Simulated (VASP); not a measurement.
Write the native input for VASP 6.6.1 that does the following.

- Task: single point
- Functional: PBE
- Potentials or basis: VASP PAW PBE potentials, release 64 (In_d, Os)
- Cutoff: 520 eV
- k mesh: 6 × 6 × 4
- Occupations: gaussian, width 0.1 eV
- Spin: no spin polarisation
- Dipole correction: no
- Further INCAR settings: ALGO = Normal; EDIFF = 1e-06; NBANDS = 18

The structure of InOs lies in POSCAR:

```
InOs
1.0
    3.0380969091      0.0000000000      0.0000000000
   -1.5190484545      2.6310691024      0.0000000000
    0.0000000000      0.0000000000      4.3506212377
In Os
1 1
Direct
    0.0000000000      0.0000000000      0.0000000000
    0.3333333333      0.6666666667      0.5000000000
```

One way to write it, as run:

INCAR

```
  ALGO = Normal
  EDIFF = 1E-6
  ENCUT = 520
  GGA = PE
  ISIF = 2
  ISMEAR = 0
  LASPH = T
  LCHARG = F
  LREAL = F
  LWAVE = F
  NBANDS = 18
  NELM = 80
  PREC = Accurate
  SIGMA = 0.1
```

KPOINTS

```
k-points
0
Gamma
  6 6 4
```

Potentials or basis: VASP PAW PBE potentials, release 64 (In_d, Os).

The run is started by

```sh
$ cat potpaw_PBE.64/In_d/POTCAR potpaw_PBE.64/Os/POTCAR > POTCAR
$ mpirun -np 1 vasp_std > vasp.out
```

It gave:

The pressure is -0.1 GPa.

Caveat: the k points lie up to 0.40 Å⁻¹ apart.

Wall time 10 s on 1 thread of Intel(R) Xeon(R) Platinum 8488C (Sapphire Rapids), on a shared host, peak memory 0.15 GiB.
